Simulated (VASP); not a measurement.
**BN: single point with PBE+D3(BJ)**

The system is BN.

```xyz
4
Lattice="2.5064 0.0000 0.0000 -1.2532 2.1706 0.0000 0.0000 0.0000 6.6168" Properties=species:S:1:pos:R:3 pbc="T T T"
B     0.0000    1.4471    1.6542
B     1.2532    0.7235    4.9626
N     0.0000    0.8471    4.6626
N     1.2532    0.7235    1.6542
```

This cell differs from its parent crystal: atom 3 (N) moved by (-0.600, -0.300) A along y and z.

* Program: VASP 6.6.1
* Task: single point
* Functional: PBE
* Dispersion: D3(BJ)
* Potentials or basis: VASP PAW PBE potentials, release 64 (B, N)
* Cutoff: 520 eV
* k mesh: 12 × 12 × 4
* Occupations: gaussian, width 0.05 eV
* Spin: no spin polarisation
* Dipole correction: no
* Further INCAR settings: ALGO = Normal; EDIFF = 1e-07; NBANDS = 16

The pressure is 21.4 GPa and the largest force is 2.401 eV/Å. The band gap on the k mesh is 1.01 eV, indirect (least direct gap 2.13 eV) and the dispersion energy per atom is -0.147 eV.

Forces in eV/Å, atoms in the order of the input:
```
B    0.000 -0.020  0.203
B    0.000 -2.056 -1.096
N    0.000  2.061  1.233
N    0.000  0.016 -0.340
```

Stress tensor (GPa, compression positive):
```
37.15  0.00  0.00
 0.00 29.27 -2.63
 0.00 -2.63 -2.22
```

Levels at points of the mesh, in eV from the valence-band top:
```csv
k point,band 5,band 6,band 7,band 8,band 9,band 10,band 11,band 12
"(0.00, 0.00, 0.00)",-6.11,-3.44,-3.44,-0.05,2.09,8.43,8.94,9.47
"(0.50, 0.00, 0.00)",-6.23,-3.25,-2.75,-2.09,1.26,2.81,3.02,7.62
"(0.00, 0.50, 0.00)",-8.68,-6.23,-4.62,-2.69,2.32,6.09,7.38,7.81
"(0.00, 0.00, 0.50)",-7.29,-3.44,-3.44,-0.05,3.50,6.39,9.07,9.47
"(0.50, 0.00, 0.50)",-6.23,-3.06,-2.76,-2.09,1.01,2.42,3.16,7.77
"(0.00, 0.50, 0.50)",-8.68,-6.23,-4.37,-3.04,2.65,5.82,6.93,7.86
```

Wall time 95 s on 1 thread of Intel(R) Xeon(R) Platinum 8259CL CPU @ 2.50GHz (Skylake/Cascade Lake) (shared host), peak memory 0.21 GiB.

Caveat: the cell differs from its parent crystal (atom 3 (N) moved by (-0.600, -0.300) A along y and z); forces of over 1 eV/Å act on the atoms, so gaps and moduli don't describe the material at rest. A k mesh can miss the band edges.
